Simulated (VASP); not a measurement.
# Ge (I4_1/amd) in VASP: settings compared

The runs below take Ge through single point, with PBE, LDA.

Everything below comes from runs of VASP 6.6.1. Logs are shortened: lines on timing, memory, paths and dates and some standing lists are left out, and cuts for length are marked.

**1. The cell of the first run**

Symmetry: I4_1/amd, No. 141, tetragonal system. The conventional cell has a = 5.149 Å, b = 5.149 Å, c = 2.795 Å, α = 90.00°, β = 90.00°, γ = 90.00°. Ge (site symmetry -4m2) has 10 Ge at 2.67 to 3.32 Å within 3.5 Å.

**2. Single point, PBE**

Input file INCAR:

```
SYSTEM = Ge
PREC = Accurate
ENCUT = 520
EDIFF = 1E-6
ISMEAR = -1
SIGMA = 0.06
LREAL = .FALSE.
LASPH = .TRUE.
NELM = 60
ALGO = Normal
ISIF = 2
LWAVE = .FALSE.
LCHARG = .FALSE.
GGA = PE
NBANDS = 21
```

Input file KPOINTS:

```
regular mesh
0
G
  4 4 4
  0 0 0
```

Input file POSCAR:

```
Ge
1.0
   -2.5744897190      2.5744897190      1.3974126432
    2.5744897190     -2.5744897190      1.3974126432
    2.5744897190      2.5744897190     -1.3974126432
Ge
2
Direct
    0.5000000000      0.5000000000      0.0000000000
    0.2500000000      0.7500000000      0.5000000000
```

Potentials or basis: VASP PAW PBE potentials, release 64 (Ge_d).

Run with:

```sh
> cat potpaw_PBE.64/Ge_d/POTCAR > POTCAR
> mpirun -np 1 vasp_std > vasp.out
```

OUTCAR:

```text
SYSTEM = Ge
   PREC = Accurate
   ENCUT = 520
   EDIFF = 1E-6
   ISMEAR = -1
   LREAL = .FALSE.
   LASPH = .TRUE.
   NELM = 60
   ISIF = 2
   GGA = PE

 ion  position               nearest neighbor table
   1  0.500  0.500  0.000-   2 2.67   2 2.67   2 2.67   2 2.67
   2  0.250  0.750  0.500-   1 2.67   1 2.67   1 2.67   1 2.67

  LATTYP: Found a body centered tetragonal cell.
 ALAT       =     5.1489794380
 C/A-ratio  =     0.5427920853

  Lattice vectors:

 A1 = (  -2.5744897190,   2.5744897190,   1.3974126432)
 A2 = (   2.5744897190,  -2.5744897190,   1.3974126432)
 A3 = (   2.5744897190,   2.5744897190,  -1.3974126432)

Analysis of symmetry for initial positions (statically):
=====================================================================
 Subroutine PRICEL returns:
 Original cell was already a primitive cell.

 Routine SETGRP: Setting up the symmetry group for a
 body centered tetragonal supercell.

 Subroutine GETGRP returns: Found 16 space group operations
 (whereof  8 operations were pure point group operations)
 out of a pool of 16 trial point group operations.

The static configuration has the point symmetry D_2d.
 The point group associated with its full space group is D_4h.

Analysis of symmetry for dynamics (positions and initial velocities):
=====================================================================
 Subroutine PRICEL returns:
 Original cell was already a primitive cell.

 Routine SETGRP: Setting up the symmetry group for a
 body centered tetragonal supercell.

 Subroutine GETGRP returns: Found 16 space group operations
 (whereof  8 operations were pure point group operations)
 out of a pool of 16 trial point group operations.

The dynamic configuration has the point symmetry D_2d.
 The point group associated with its full space group is D_4h.

 Subroutine INISYM returns: Found 16 space group operations
 (whereof  8 operations are pure point group operations),
 and found     1 'primitive' translations

----------------------------------------------------------------------------------------

                                     Primitive cell

  volume of cell :      37.0482

  direct lattice vectors                    reciprocal lattice vectors
    -2.574489719  2.574489719  1.397412643     0.000000000  0.194213244  0.357804119
[... 68 lines left out ...]
   ISPIN  =      1    spin polarized calculation?
   LNONCOLLINEAR =      F non collinear calculations
   LSORBIT =      F    spin-orbit coupling
   LASPH  =      T    aspherical Exc in radial PAW
   ENCUT  =  520.0 eV  38.22 Ry    6.18 a.u.   7.25  7.25  7.25*2*pi/ulx,y,z
   NELM   =     60;   NELMIN=  2; NELMDL= -5     # of ELM steps
   EDIFF  = 0.1E-05   stopping-criterion for ELM
   LREAL  =      F    real-space projection
   EDIFFG = 0.1E-04   stopping-criterion for IOM
   NSW    =      0    number of steps for IOM
   IBRION =     -1    ionic relax: 0-MD 1-quasi-New 2-CG
   NFREE  =      0    steps in history (QN), initial steepest desc. (CG)
   ISIF   =      2    stress and relaxation
   ISYM   =      2    0-nonsym 1-usesym 2-fastsym
   POTIM  = 0.5000    time-step for ionic-motion
   TEBEG  =    0.0;   TEEND  =   0.0 temperature during run
   PSTRESS=    0.0 pullay stress
   NELECT =      28.0000    total number of electrons
   NUPDOWN=      -1.0000    fix difference up-down
   EMIN   =  10.00;   EMAX   =-10.00  energy-range for DOS
   EFERMI =   0.00;   METHOD = LEGACY
   ISMEAR =    -1;   SIGMA  =   0.06  broadening in eV -4-tet -1-fermi 0-gaus
   EFERMI_NEDOS =   21; number of points for ismear=-14 and -15
   IALGO  =     38    algorithm
   IMIX   =      4    mixing-type and parameters
     AMIX     =   0.40;   BMIX     =  1.00
     AMIX_MAG =   1.60;   BMIX_MAG =  1.00
  volume/ion in A,a.u.               =      18.52       125.01
  Fermi-wavevector in a.u.,A,eV,Ry     =   1.491209  2.817976 30.255333  2.223704
  Thomas-Fermi vector in A             =   2.603893
   LORBIT       =      0    0 simple, 1 ext, 2 COOP (PROOUT), +10 PAW based schemes
   GGA     = PE    functional components
   LHFCALC =     F    Hartree Fock is set to
   AEXX    =    0.0000 exact exchange contribution
   IVDW    =     0    specifies the selected vdW correction
   LEPSILON=     F    determine dielectric tensor
   LRPA    =     F    only Hartree local field effects (RPA)
 non-spin polarized calculation
  energy-cutoff  :      520.00
  volume of cell :       37.05
 maximum number of plane-waves:      1005
 NGX is ok and might be reduce to    30
   NGX = 15   NGY = 15   NGZ = 15

 number of electron      28.0000028 magnetization

 Free energy of the ion-electron system (eV)
  ---------------------------------------------------
  ext. energy  EPLUGINS =         0.00000000
  ---------------------------------------------------
  free energy    TOTEN  =        -8.46820594 eV

  energy without entropy =       -8.45818340  energy(sigma->0) =       -8.46319467

 E-fermi :   6.7353     XC(G=0): -11.3283

 val. band max:        6.6951183184   @ k =  -0.2500   0.2500   0.2500
 cond. band min:       7.3841821673   @ k =   0.2500   0.0000  -0.0000
 fundamental gap:      0.6890638488
 Fermi energy:         6.7353313587

 k-point     1 :       0.0000    0.0000    0.0000
  band No.  band energies     occupation
      1     -17.9868      2.00000
      2     -17.9327      2.00000
      3     -17.9101      2.00000
      4     -17.9004      2.00000
      5     -17.7977      2.00000
      6     -17.7977      2.00000
[... 301 lines left out ...]
     20      22.2300      0.00000
     21      23.4555      0.00000

------------------------ aborting loop because EDIFF is reached ----------------------------------------

  FORCE on cell =-STRESS in cart. coord.  units (eV):
  Direction    XX          YY          ZZ          XY          YZ          ZX
  --------------------------------------------------------------------------------------
  -------------------------------------------------------------------------------------
  Total       -0.0628628     -0.0628628      2.1152797      0.0000000      0.0000000      0.0000000
  in kB       -2.7185482     -2.7185482     91.4768926      0.0000000      0.0000000      0.0000000
  external PRESSURE =      28.6799320 kB  Pullay stress =       0.0000000 kB

 VOLUME and BASIS-vectors are now :
 -----------------------------------------------------------------------------
  energy-cutoff  :      520.00
  volume of cell :       37.05
      direct lattice vectors                 reciprocal lattice vectors
    -2.574489719  2.574489719  1.397412643     0.000000000  0.194213244  0.357804119
     2.574489719 -2.574489719  1.397412643     0.194213244  0.000000000  0.357804119
     2.574489719  2.574489719 -1.397412643     0.194213244  0.194213244  0.000000000

 POSITION                                       TOTAL-FORCE (eV/Angst)
 -----------------------------------------------------------------------------------
      0.00000      0.00000      1.39741        -0.000000      0.000000      0.000000
      2.57449      0.00000      0.69871         0.000000     -0.000000     -0.000000
 -----------------------------------------------------------------------------------
    total drift:                                0.000000     -0.000000      0.000000

  FREE ENERGIE OF THE ION-ELECTRON SYSTEM (eV)
  ---------------------------------------------------
  free  energy   TOTEN  =        -8.4682059425 eV

  energy  without entropy=       -8.4581833958  energy(sigma->0) =       -8.46319467
```

OSZICAR:

```text
N       E                     dE             d eps       ncg     rms          rms(c)
DAV:   1     0.172856421953E+03    0.17286E+03   -0.13866E+04   629   0.381E+03
DAV:   2     0.146121949645E+02   -0.15824E+03   -0.15411E+03   546   0.602E+02
DAV:   3    -0.789228206003E+01   -0.22504E+02   -0.22365E+02   636   0.131E+02
DAV:   4    -0.848094713193E+01   -0.58867E+00   -0.58840E+00   601   0.247E+01
DAV:   5    -0.848932431513E+01   -0.83772E-02   -0.83769E-02   644   0.321E+00    0.207E+00
DAV:   6    -0.847471060670E+01    0.14614E-01   -0.18268E-02   735   0.230E+00    0.117E+00
DAV:   7    -0.846840782993E+01    0.63028E-02   -0.12819E-02   745   0.166E+00    0.109E-01
DAV:   8    -0.846820104974E+01    0.20678E-03   -0.18163E-03   648   0.780E-01    0.404E-02
DAV:   9    -0.846820639408E+01   -0.53443E-05   -0.54550E-05   687   0.106E-01    0.952E-03
DAV:  10    -0.846820594247E+01    0.45161E-06   -0.28028E-06   580   0.190E-02
   1 F= -.84682059E+01 E0= -.84631947E+01  d E =-.100225E-01
```

Wall time 13 s (1 thread of AMD EPYC 7R13 (Zen 3), shared host); peak memory 0.13 GiB.

Results:

| Property | Result |
| --- | --- |
| Free energy | -8.4682 eV |
| Pressure | 2.9 GPa |
| Band gap on the k mesh | zero (band 14 reaches 7.40 eV, above the bottom of band 15 at 5.14 eV) |

Stress tensor (GPa, compression positive):
```
-0.27  0.00  0.00
 0.00 -0.27  0.00
 0.00  0.00  9.15
```

Caveat: the k points lie up to 0.64 Å⁻¹ apart.

**3. Single point, LDA**

This run uses another cell than the first one, of 17.95 Å³/atom, 0.969 times its volume.

Input file INCAR:

```
SYSTEM = Ge
PREC = Accurate ; ENCUT = 520
EDIFF = 1E-7 ; ISMEAR = -1
SIGMA = 0.05 ; LREAL = .FALSE.
LASPH = .TRUE. ; NELM = 80
ALGO = Normal ; ISIF = 2
LWAVE = .FALSE. ; LCHARG = .TRUE.
GGA = CA ; LELF = .TRUE.
LVHAR = .TRUE. ; NBANDS = 21
```

Input file KPOINTS:

```
Automatic mesh
0
G
  11 11 11
  0 0 0
```

Input file POSCAR:

```
Ge
1.0
   -2.5503743539      2.5503743539      1.3800818115
    2.5503743539     -2.5503743539      1.3800818115
    2.5503743539      2.5503743539     -1.3800818115
Ge
2
Direct
    0.5000000000      0.5000000000      0.0000000000
    0.2500000000      0.7500000000      0.5000000000
```

Potentials or basis: VASP PAW LDA potentials, release 64 (Ge_d).

Run with:

```sh
> cat potpaw_LDA.64/Ge_d/POTCAR > POTCAR
> mpirun -np 1 vasp_std > vasp.out
```

OUTCAR:

```text
SYSTEM = Ge
   PREC = Accurate
   ENCUT = 520
   EDIFF = 1E-7
   ISMEAR = -1
   LREAL = .FALSE.
   LASPH = .TRUE.
   NELM = 80
   ISIF = 2
   GGA = CA

 ion  position               nearest neighbor table
   1  0.500  0.500  0.000-   2 2.64   2 2.64   2 2.64   2 2.64
   2  0.250  0.750  0.500-   1 2.64   1 2.64   1 2.64   1 2.64

  LATTYP: Found a body centered tetragonal cell.
 ALAT       =     5.1007487078
 C/A-ratio  =     0.5411291128

  Lattice vectors:

 A1 = (  -2.5503743539,   2.5503743539,   1.3800818115)
 A2 = (   2.5503743539,  -2.5503743539,   1.3800818115)
 A3 = (   2.5503743539,   2.5503743539,  -1.3800818115)

Analysis of symmetry for initial positions (statically):
=====================================================================
 Subroutine PRICEL returns:
 Original cell was already a primitive cell.

 Routine SETGRP: Setting up the symmetry group for a
 body centered tetragonal supercell.

 Subroutine GETGRP returns: Found 16 space group operations
 (whereof  8 operations were pure point group operations)
 out of a pool of 16 trial point group operations.

The static configuration has the point symmetry D_2d.
 The point group associated with its full space group is D_4h.

Analysis of symmetry for dynamics (positions and initial velocities):
=====================================================================
 Subroutine PRICEL returns:
 Original cell was already a primitive cell.

 Routine SETGRP: Setting up the symmetry group for a
 body centered tetragonal supercell.

 Subroutine GETGRP returns: Found 16 space group operations
 (whereof  8 operations were pure point group operations)
 out of a pool of 16 trial point group operations.
[... 106 lines left out ...]
   IBRION =     -1    ionic relax: 0-MD 1-quasi-New 2-CG
   NFREE  =      0    steps in history (QN), initial steepest desc. (CG)
   ISIF   =      2    stress and relaxation
   ISYM   =      2    0-nonsym 1-usesym 2-fastsym
   POTIM  = 0.5000    time-step for ionic-motion
   TEBEG  =    0.0;   TEEND  =   0.0 temperature during run
   PSTRESS=    0.0 pullay stress
   NELECT =      28.0000    total number of electrons
   NUPDOWN=      -1.0000    fix difference up-down
   EMIN   =  10.00;   EMAX   =-10.00  energy-range for DOS
   EFERMI =   0.00;   METHOD = LEGACY
   ISMEAR =    -1;   SIGMA  =   0.05  broadening in eV -4-tet -1-fermi 0-gaus
   EFERMI_NEDOS =   21; number of points for ismear=-14 and -15
   IALGO  =     38    algorithm
   IMIX   =      4    mixing-type and parameters
     AMIX     =   0.40;   BMIX     =  1.00
     AMIX_MAG =   1.60;   BMIX_MAG =  1.00
  volume/ion in A,a.u.               =      17.95       121.15
  Fermi-wavevector in a.u.,A,eV,Ry     =   1.506850  2.847533 30.893336  2.270596
  Thomas-Fermi vector in A             =   2.617513
   LORBIT       =      0    0 simple, 1 ext, 2 COOP (PROOUT), +10 PAW based schemes
   GGA     = CA    functional components
   LHFCALC =     F    Hartree Fock is set to
   AEXX    =    0.0000 exact exchange contribution
   IVDW    =     0    specifies the selected vdW correction
   LEPSILON=     F    determine dielectric tensor
   LRPA    =     F    only Hartree local field effects (RPA)
 non-spin polarized calculation
  energy-cutoff  :      520.00
  volume of cell :       35.91
 maximum number of plane-waves:       978
 NGX is ok and might be reduce to    30
   NGX = 15   NGY = 15   NGZ = 15

 number of electron      28.0000004 magnetization

 Free energy of the ion-electron system (eV)
  ---------------------------------------------------
  ext. energy  EPLUGINS =         0.00000000
  ---------------------------------------------------
  free energy    TOTEN  =       -10.03250770 eV

  energy without entropy =      -10.02436568  energy(sigma->0) =      -10.02843669

 E-fermi :   6.8992     XC(G=0): -11.7662

 val. band max:        6.8950652507   @ k =   0.4545   0.2727   0.0909
 cond. band min:       6.9146879409   @ k =  -0.1818  -0.2727   0.1818
 fundamental gap:      0.0196226901
 Fermi energy:         6.8991747885

 k-point     1 :       0.0000    0.0000    0.0000
  band No.  band energies     occupation
      1     -17.9909      2.00000
      2     -17.9437      2.00000
      3     -17.9095      2.00000
      4     -17.9094      2.00000
      5     -17.7904      2.00000
      6     -17.7904      2.00000
[... 565 lines left out ...]
     20      19.3832      0.00000
     21      19.8443      0.00000

 [... further k-points ...]
[... 5 lines left out ...]
  --------------------------------------------------------------------------------------
  -------------------------------------------------------------------------------------
  Total       -0.0042530     -0.0042530      0.0145731      0.0000000      0.0000000      0.0000000
  in kB       -0.1897746     -0.1897746      0.6502632      0.0000000      0.0000000      0.0000000
  external PRESSURE =       0.0902380 kB  Pullay stress =       0.0000000 kB

 VOLUME and BASIS-vectors are now :
 -----------------------------------------------------------------------------
  energy-cutoff  :      520.00
  volume of cell :       35.91
      direct lattice vectors                 reciprocal lattice vectors
    -2.550374354  2.550374354  1.380081811     0.000000000  0.196049650  0.362297362
     2.550374354 -2.550374354  1.380081811     0.196049650  0.000000000  0.362297362
     2.550374354  2.550374354 -1.380081811     0.196049650  0.196049650  0.000000000

 POSITION                                       TOTAL-FORCE (eV/Angst)
 -----------------------------------------------------------------------------------
      0.00000      0.00000      1.38008         0.000000      0.000000     -0.000000
      2.55037      0.00000      0.69004        -0.000000     -0.000000      0.000000
 -----------------------------------------------------------------------------------
    total drift:                                0.000000     -0.000000      0.000000

  FREE ENERGIE OF THE ION-ELECTRON SYSTEM (eV)
  ---------------------------------------------------
  free  energy   TOTEN  =       -10.0325076965 eV

  energy  without entropy=      -10.0243656763  energy(sigma->0) =      -10.02843669
```

stdout:

```text
POSCAR found type information on POSCAR Ge
 POSCAR found :  1 types and       2 ions
 scaLAPACK will be used
 LDA part: xc-table for (Slater(with rela. corr.)+CA(PZ))
 , standard interpolation
 POSCAR, INCAR and KPOINTS ok, starting setup
 FFT: planning ... GRIDC
 FFT: planning ... GRID_SOFT
 FFT: planning ... GRID
 WAVECAR not read
 entering main loop
```

Wall time 2 min (1 thread of AMD EPYC 7R13 (Zen 3), shared host); peak memory 0.17 GiB.

Results:

```yaml
Free_energy: -10.0325 eV
Pressure: 0.0 GPa
Band_gap_on_the_k_mesh: zero (band 14 reaches 8.63 eV, above the bottom of band 15 at 3.81 eV)
```

Stress tensor (GPa, compression positive):
```
-0.02  0.00  0.00
 0.00 -0.02  0.00
 0.00  0.00  0.07
```

**4. Single point, PBE**

Input file INCAR:

```
PREC     = Accurate       # precision mode
ENCUT    = 520            # plane-wave cutoff, eV
EDIFF    = 1E-6           # SCF threshold, eV
ISMEAR   = 0              # smearing method
SIGMA    = 0.019000000000000003 # smearing width, eV
LREAL    = False          # projectors in reciprocal space
LASPH    = True           # aspherical terms in the spheres
NELM     = 80             # most SCF steps
ALGO     = Normal         # electronic algorithm
ISIF     = 2              # what is computed and relaxed
LWAVE    = False          # write WAVECAR
LCHARG   = True           # write CHGCAR
GGA      = PE             # functional
LELF     = True           # ELF
LVHAR    = True         
NBANDS   = 21             # bands
```

Input file KPOINTS:

```
Automatic mesh
0
Gamma
  11 11 11
```

Input file POSCAR:

```
Ge
1.0
   -2.5744897190      2.5744897190      1.3974126432
    2.5744897190     -2.5744897190      1.3974126432
    2.5744897190      2.5744897190     -1.3974126432
Ge
2
Direct
    0.5000000000      0.5000000000      0.0000000000
    0.2500000000      0.7500000000      0.5000000000
```

Potentials or basis: VASP PAW PBE potentials, release 64 (Ge_d).

Run with:

```sh
> cat potpaw_PBE.64/Ge_d/POTCAR > POTCAR
> mpirun -np 1 vasp_std > vasp.out
```

Run time: 1.8 min. Hardware: 1 thread of AMD EPYC 7R13 (Zen 3), shared host; peak memory 0.19 GiB.

It converged, with:

```
Free energy            : -8.5599 eV
Pressure               : 3.1 GPa
Band gap on the k mesh : zero (band 14 reaches 8.53 eV, above the bottom of band 15 at 3.83 eV)
```

Stress tensor (GPa, compression positive):
```
2.94 0.00 0.00
0.00 2.94 0.00
0.00 0.00 3.44
```

Levels at points of the mesh, in eV from the Fermi level:
```
           k point  band 10  band 11  band 12  band 13  band 14  band 15  band 16  band 17  band 18  band 19
(0.00, 0.00, 0.00)   -24.49   -13.35    -4.11    -2.39    -2.39     3.24     7.56     7.56     8.11     8.32
```

**5. Summary**

| level | potentials or basis | cell | k mesh | smearing | gap on the mesh (eV) | pressure (GPa) |
| --- | --- | --- | --- | --- | --- | --- |
| PBE | VASP PAW PBE potentials, release 64 (Ge_d) | a = 3.900 Å, angles 97.4, 97.4, 138.0°, 2 atoms | 4 × 4 × 4 | fermi-dirac 0.06 eV | none | 2.9 |
| LDA | VASP PAW LDA potentials, release 64 (Ge_d) | a = 3.862 Å, angles 97.3, 97.3, 138.1°, 2 atoms | 11 × 11 × 11 | fermi-dirac 0.05 eV | none | 0.0 |
| PBE | VASP PAW PBE potentials, release 64 (Ge_d) | a = 3.900 Å, angles 97.4, 97.4, 138.0°, 2 atoms | 11 × 11 × 11 | gaussian 0.019 eV | none | 3.1 |

Alike in all rows: task single point; no spin polarisation; cutoff (eV) 520.

Caveats: some runs use coarse meshes.

Absolute energies hang on the potentials; compare differences alone.
